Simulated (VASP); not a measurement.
# CO2 (I-42d) in VASP: a series of runs, part 2 of 2

VASP 6.6.1. Earlier steps stand in the parts before.

## Step 3: Single point, LDA

This run uses another cell than the first one, of 7.35 Å³/atom, 0.659 times its volume.

Input file INCAR:

```
PREC = Accurate
ENCUT = 520
EDIFF = 1E-6
ISMEAR = 0
SIGMA = 0.02
LREAL = False
LASPH = True
NELM = 100
ALGO = Normal
ISIF = 2
LWAVE = False
LCHARG = False
GGA = CA
NBANDS = 25
```

Input file KPOINTS:

```
regular mesh
0
Gamma
  8 8 8
```

Input file POSCAR:

```
CO2
1.0
   -1.9342583142      1.9342583142      2.9472776647
    1.9342583142     -1.9342583142      2.9472776647
    1.9342583142      1.9342583142     -2.9472776647
C O
2 4
Direct
    0.0000000000      0.0000000000      0.0000000000
    0.7500000000      0.2500000000      0.5000000000
    0.3750000000      0.2940783423      0.4190783423
    1.0440783423      0.6250000000      0.9190783423
    0.7059216577      0.1250000000      0.0809216577
    0.8750000000     -0.0440783423      0.5809216577
```

Potentials or basis: VASP PAW LDA potentials, release 64 (C, O).

Run with:

```bash
cat potpaw_LDA.64/C/POTCAR potpaw_LDA.64/O/POTCAR > POTCAR
mpirun -np 1 vasp_std > vasp.out
```

OUTCAR:

```text
PREC = Accurate
   ENCUT = 520
   EDIFF = 1E-6
   ISMEAR = 0
   LREAL = False
   LASPH = True
   NELM = 100
   ISIF = 2
   GGA = CA

 ion  position               nearest neighbor table
   1  0.000  0.000  0.000-   3 1.38   4 1.38   5 1.38   6 1.38
   2  0.750  0.250  0.500-   3 1.38   4 1.38   5 1.38   6 1.38
   3  0.375  0.294  0.419-   1 1.38   2 1.38
   4  0.044  0.625  0.919-   1 1.38   2 1.38
   5  0.706  0.125  0.081-   1 1.38   2 1.38
   6  0.875  0.956  0.581-   1 1.38   2 1.38

  LATTYP: Found a body centered tetragonal cell.
 ALAT       =     3.8685166284
 C/A-ratio  =     1.5237249560

  Lattice vectors:

 A1 = (  -1.9342583142,   1.9342583142,   2.9472776647)
 A2 = (   1.9342583142,  -1.9342583142,   2.9472776647)
 A3 = (   1.9342583142,   1.9342583142,  -2.9472776647)

Analysis of symmetry for initial positions (statically):
=====================================================================
 Subroutine PRICEL returns:
 Original cell was already a primitive cell.

 Routine SETGRP: Setting up the symmetry group for a
 body centered tetragonal supercell.

 Subroutine GETGRP returns: Found  8 space group operations
 (whereof  4 operations were pure point group operations)
 out of a pool of 16 trial point group operations.

The static configuration has the point symmetry S_4 .
 The point group associated with its full space group is D_2d.

Analysis of symmetry for dynamics (positions and initial velocities):
=====================================================================
 Subroutine PRICEL returns:
 Original cell was already a primitive cell.

 Routine SETGRP: Setting up the symmetry group for a
 body centered tetragonal supercell.

 Subroutine GETGRP returns: Found  8 space group operations
 (whereof  4 operations were pure point group operations)
 out of a pool of 16 trial point group operations.

The dynamic configuration has the point symmetry S_4 .
 The point group associated with its full space group is D_2d.

 Subroutine INISYM returns: Found  8 space group operations
 (whereof  4 operations are pure point group operations),
 and found     1 'primitive' translations

----------------------------------------------------------------------------------------

                                     Primitive cell

  volume of cell :      44.1073

  direct lattice vectors                    reciprocal lattice vectors
    -1.934258314  1.934258314  2.947277665     0.000000000  0.258497015  0.169648081
     1.934258314 -1.934258314  2.947277665     0.258497015  0.000000000  0.169648081
     1.934258314  1.934258314 -2.947277665     0.258497015  0.258497015  0.000000000

  length of vectors
     4.021088918  4.021088918  4.021088918     0.309194402  0.309194402  0.365569984

  position of ions in fractional coordinates (direct lattice)
     0.000000000  0.000000000  0.000000000
     0.750000000  0.250000000  0.500000000
     0.375000000  0.294078342  0.419078342
     0.044078342  0.625000000  0.919078342
     0.705921658  0.125000000  0.080921658
     0.875000000  0.955921658  0.580921658

  ion indices of the primitive-cell ions
[... 25 lines left out ...]

  Shift w.r.t. Gamma in fractional coordinates (k-lattice)
     0.000000000  0.000000000  0.000000000

 Subroutine IBZKPT returns following result:
 ===========================================

 Found     59 irreducible k-points:

 Following reciprocal coordinates:
            Coordinates               Weight
  0.000000  0.000000  0.000000      1.000000
  0.125000  0.000000 -0.000000      8.000000
  0.250000  0.000000 -0.000000      8.000000
  0.375000  0.000000 -0.000000      8.000000
  0.500000  0.000000 -0.000000      4.000000
  0.125000  0.125000 -0.000000      8.000000
[... 16 lines left out ...]
  0.250000  0.125000  0.125000     16.000000
  0.375000  0.125000  0.125000      8.000000
 [... further k-points ...]
   k-points           NKPTS =     59   k-points in BZ     NKDIM =     59   number of bands    NBANDS=     25
   number of dos      NEDOS =    301   number of ions     NIONS =      6
   total plane-waves  NPLWV =  27000
   dimension x,y,z NGX =    30 NGY =   30 NGZ =   30
   dimension x,y,z NGXF=    60 NGYF=   60 NGZF=   60
   ions per type =               2   4
   NGX,Y,Z   is equivalent  to a cutoff of  12.40, 12.40, 12.40 a.u.
   NGXF,Y,Z  is equivalent  to a cutoff of  24.81, 24.81, 24.81 a.u.
 SYSTEM =  unknown system
   PREC   = accura    normal or accurate (medium, high low for compatibility)
   ISTART =      0    job   : 0-new  1-cont  2-samecut
   ICHARG =      2    charge: 1-file 2-atom 10-const
   ISPIN  =      1    spin polarized calculation?
   LNONCOLLINEAR =      F non collinear calculations
   LSORBIT =      F    spin-orbit coupling
   LASPH  =      T    aspherical Exc in radial PAW
   ENCUT  =  520.0 eV  38.22 Ry    6.18 a.u.   7.48  7.48  7.48*2*pi/ulx,y,z
   NELM   =    100;   NELMIN=  2; NELMDL= -5     # of ELM steps
   EDIFF  = 0.1E-05   stopping-criterion for ELM
   LREAL  =      F    real-space projection
   EDIFFG = 0.1E-04   stopping-criterion for IOM
   NSW    =      0    number of steps for IOM
   IBRION =     -1    ionic relax: 0-MD 1-quasi-New 2-CG
   NFREE  =      0    steps in history (QN), initial steepest desc. (CG)
   ISIF   =      2    stress and relaxation
   ISYM   =      2    0-nonsym 1-usesym 2-fastsym
   POTIM  = 0.5000    time-step for ionic-motion
   TEBEG  =    0.0;   TEEND  =   0.0 temperature during run
   PSTRESS=    0.0 pullay stress
   NELECT =      32.0000    total number of electrons
   NUPDOWN=      -1.0000    fix difference up-down
   EMIN   =  10.00;   EMAX   =-10.00  energy-range for DOS
   EFERMI =   0.00;   METHOD = LEGACY
   ISMEAR =     0;   SIGMA  =   0.02  broadening in eV -4-tet -1-fermi 0-gaus
   EFERMI_NEDOS =   21; number of points for ismear=-14 and -15
   IALGO  =     38    algorithm
   IMIX   =      4    mixing-type and parameters
     AMIX     =   0.40;   BMIX     =  1.00
     AMIX_MAG =   1.60;   BMIX_MAG =  1.00
  volume/ion in A,a.u.               =       7.35        49.61
  Fermi-wavevector in a.u.,A,eV,Ry     =   1.471030  2.779843 29.442040  2.163929
  Thomas-Fermi vector in A             =   2.586215
   LORBIT       =      0    0 simple, 1 ext, 2 COOP (PROOUT), +10 PAW based schemes
   GGA     = CA    functional components
   LHFCALC =     F    Hartree Fock is set to
   AEXX    =    0.0000 exact exchange contribution
   IVDW    =     0    specifies the selected vdW correction
   LEPSILON=     F    determine dielectric tensor
   LRPA    =     F    only Hartree local field effects (RPA)
 non-spin polarized calculation
 Gauss-broadening in eV      SIGMA  =   0.02
  energy-cutoff  :      520.00
  volume of cell :       44.11
 maximum number of plane-waves:      1216
 NGX is ok and might be reduce to    30
   NGX = 15   NGY = 15   NGZ = 15

 number of electron      31.9999985 magnetization

 Free energy of the ion-electron system (eV)
  ---------------------------------------------------
  ext. energy  EPLUGINS =         0.00000000
  ---------------------------------------------------
  free energy    TOTEN  =       -49.09969315 eV

  energy without entropy =      -49.09969315  energy(sigma->0) =      -49.09969315

 E-fermi :   2.7821     XC(G=0): -12.0390

 val. band max:        2.6657828306   @ k =   0.5000   0.0000  -0.0000
 cond. band min:      10.1828459669   @ k =   0.0000   0.0000   0.0000
 fundamental gap:      7.5170631363
 Fermi energy:         2.7820603294

 k-point     1 :       0.0000    0.0000    0.0000
  band No.  band energies     occupation
      1     -21.7515      2.00000
      2     -16.3018      2.00000
      3     -16.3018      2.00000
      4     -15.5872      2.00000
      5     -12.1299      2.00000
      6      -7.4762      2.00000
[... 661 lines left out ...]
     24      17.2669      0.00000
     25      18.0018      0.00000

 [... further k-points ...]
[... 5 lines left out ...]
  --------------------------------------------------------------------------------------
  -------------------------------------------------------------------------------------
  Total        0.7297700      0.7297700      0.6153664      0.0000000      0.0000000      0.0000000
  in kB       26.5085896     26.5085896     22.3529250      0.0000000      0.0000000      0.0000000
  external PRESSURE =      25.1233681 kB  Pullay stress =       0.0000000 kB

 VOLUME and BASIS-vectors are now :
 -----------------------------------------------------------------------------
  energy-cutoff  :      520.00
  volume of cell :       44.11
      direct lattice vectors                 reciprocal lattice vectors
    -1.934258314  1.934258314  2.947277665     0.000000000  0.258497015  0.169648081
     1.934258314 -1.934258314  2.947277665     0.258497015  0.000000000  0.169648081
     1.934258314  1.934258314 -2.947277665     0.258497015  0.258497015  0.000000000

 POSITION                                       TOTAL-FORCE (eV/Angst)
 -----------------------------------------------------------------------------------
      0.00000      0.00000      0.00000        -0.000000     -0.000000      0.000000
      0.00000      1.93426      1.47364        -0.000000     -0.000000     -0.000000
      0.65408      0.96713      0.73682         0.142656     -0.000000      0.000000
      2.90139      0.65408     -0.73682        -0.000000      0.142656      0.000000
     -0.96713      1.28018      2.21046        -0.000000     -0.142656     -0.000000
      1.28018      0.96713      3.68410        -0.142656     -0.000000     -0.000000
 -----------------------------------------------------------------------------------
    total drift:                               -0.000001     -0.000001     -0.000001

  FREE ENERGIE OF THE ION-ELECTRON SYSTEM (eV)
  ---------------------------------------------------
  free  energy   TOTEN  =       -49.0996931471 eV

  energy  without entropy=      -49.0996931471  energy(sigma->0) =      -49.09969315
```

OSZICAR:

```text
N       E                     dE             d eps       ncg     rms          rms(c)
DAV:   1     0.143179348442E+03    0.14318E+03   -0.18754E+04  2950   0.128E+03
DAV:   2    -0.449358773345E+02   -0.18812E+03   -0.18176E+03  3713   0.296E+02
DAV:   3    -0.522639267911E+02   -0.73280E+01   -0.72847E+01  3943   0.568E+01
DAV:   4    -0.523242594639E+02   -0.60333E-01   -0.60289E-01  3436   0.589E+00
DAV:   5    -0.523248244550E+02   -0.56499E-03   -0.56477E-03  3934   0.548E-01    0.130E+01
DAV:   6    -0.492514512861E+02    0.30734E+01   -0.62712E+00  3691   0.201E+01    0.515E+00
DAV:   7    -0.491547924302E+02    0.96659E-01   -0.67460E-01  3693   0.561E+00    0.282E+00
DAV:   8    -0.491049252733E+02    0.49867E-01   -0.80552E-02  3564   0.243E+00    0.544E-01
DAV:   9    -0.490999296321E+02    0.49956E-02   -0.15782E-02  3610   0.109E+00    0.204E-01
DAV:  10    -0.490997413169E+02    0.18832E-03   -0.21403E-03  3918   0.332E-01    0.609E-02
DAV:  11    -0.490996929525E+02    0.48364E-04   -0.13113E-04  3553   0.902E-02    0.192E-02
DAV:  12    -0.490996932489E+02   -0.29641E-06   -0.15361E-05  3914   0.280E-02    0.414E-03
DAV:  13    -0.490996931471E+02    0.10182E-06   -0.18763E-06  2501   0.985E-03
   1 F= -.49099693E+02 E0= -.49099693E+02  d E =-.184330E-18
```

stdout:

```text
POSCAR found type information on POSCAR C O
 POSCAR found :  2 types and       6 ions
 scaLAPACK will be used
 LDA part: xc-table for (Slater(with rela. corr.)+CA(PZ))
 , standard interpolation
 POSCAR, INCAR and KPOINTS ok, starting setup
 FFT: planning ... GRIDC
 FFT: planning ... GRID_SOFT
 FFT: planning ... GRID
 WAVECAR not read
 entering main loop
```

Wall time 36 s (1 thread of Intel Xeon Platinum 8488C (Sapphire Rapids), shared host); peak memory 0.17 GiB.

Results:

| Property | Result |
| --- | --- |
| Free energy | -49.0997 eV |
| Pressure | 2.5 GPa |
| Largest force | 0.143 eV/Å |
| Band gap on the k mesh | 7.52 eV, indirect (least direct gap 8.00 eV) |

Forces on the atoms (eV/Å):
```
C    0.000  0.000  0.000
C    0.000  0.000  0.000
O    0.143  0.000  0.000
O    0.000  0.143  0.000
O    0.000 -0.143  0.000
O   -0.143  0.000  0.000
```
